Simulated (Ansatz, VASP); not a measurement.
# CO2: VASP beside Ansatz

The input INCAR:

```
  ALGO = Normal
  EDIFF = 1E-6
  EDIFFG = -0.005
  ENCUT = 600
  GGA = PE
  IBRION = 2
  ISIF = 3
  ISMEAR = 0
  IVDW = 12
  LASPH = T
  LCHARG = F
  LREAL = F
  LWAVE = F
  NELM = 60
  NSW = 100
  PREC = Accurate
  SIGMA = 0.02
```

File KPOINTS:

```
k-points
0
Gamma
  4 4 4
```

POSCAR

```
CO2
1.0
    5.6711123415      0.0000000000      0.0000000000
    0.0000000000      5.6711123415      0.0000000000
    0.0000000000      0.0000000000      5.6711123415
C O
4 8
Direct
    0.0000000000      0.0000000000      0.0000000000
    0.5000000000      0.0000000000      0.5000000000
    0.5000000000      0.5000000000      0.0000000000
    0.0000000000      0.5000000000      0.5000000000
    0.1190348169      0.1190348169      0.1190348169
    0.3809651831      0.8809651831      0.6190348169
    0.6190348169      0.3809651831      0.8809651831
    0.8809651831      0.6190348169      0.3809651831
    0.8809651831      0.8809651831      0.8809651831
    0.6190348169      0.1190348169      0.3809651831
    0.3809651831      0.6190348169      0.1190348169
    0.1190348169      0.3809651831      0.6190348169
```

Input for Ansatz:

```yaml
crystal:
  lattice:
    - [5.6711123415, 0.0, 0.0]
    - [0.0, 5.6711123415, 0.0]
    - [0.0, 0.0, 5.6711123415]
  atoms:
    - { symbol: C, position: [0.0, 0.0, 0.0] }
    - { symbol: C, position: [0.5, 0.0, 0.5] }
    - { symbol: C, position: [0.5, 0.5, 0.0] }
    - { symbol: C, position: [0.0, 0.5, 0.5] }
    - { symbol: O, position: [0.1190348169, 0.1190348169, 0.1190348169] }
    - { symbol: O, position: [0.3809651831, 0.8809651831, 0.6190348169] }
    - { symbol: O, position: [0.6190348169, 0.3809651831, 0.8809651831] }
    - { symbol: O, position: [0.8809651831, 0.6190348169, 0.3809651831] }
    - { symbol: O, position: [0.8809651831, 0.8809651831, 0.8809651831] }
    - { symbol: O, position: [0.6190348169, 0.1190348169, 0.3809651831] }
    - { symbol: O, position: [0.3809651831, 0.6190348169, 0.1190348169] }
    - { symbol: O, position: [0.1190348169, 0.3809651831, 0.6190348169] }
basis:
  ecutwfc: 420
kpoints:
  mp_grid: { grid: [4, 4, 4] }
hamiltonian:
  xc: pbe
  dispersion: d3bj
scf:
  occupations: { method: gaussian, width: 0.02 }
output:
  forces: true
  stress: true
  eigenvalues: true
  write_density: true
  write_potential: true
  elf: true
  volumetric_format: npy
relax:
  adjacent_minimum: "off"
  f_tol: 0.005
  max_steps: 80
  cell: { stress_tol: 0.05 }
```

Alike in both runs: task relaxation of cell and atoms; functional PBE; dispersion D3(BJ); k mesh 4 × 4 × 4; occupations gaussian, width 0.02 eV; no spin polarisation.

|  | VASP | Ansatz |
| --- | --- | --- |
| version | VASP 6.6.1 | Ansatz 0.2.0 |
| potentials or method | VASP PAW PBE potentials, release 64 (C, O), cutoff 600 eV | scalar-relativistic, plane waves, PAW |
| valence electrons in the cell | 64 | 64 |

```csv
,VASP,Ansatz,Ansatz less VASP
"gap on the k mesh at the Fermi level, each at its own relaxed structure (eV)",6.72,6.75,+0.028
relaxed volume (Å³/atom),14.78,15.54,+0.762
relaxed length of the cell vector where the two differ most in proportion (Å),5.618,5.713,+0.0950
```

One of these differences is far larger than is usual between the two programs; its cause wasn't traced.

Noted on VASP's run: the standard files for N, O and F lose accuracy on very short bonds.
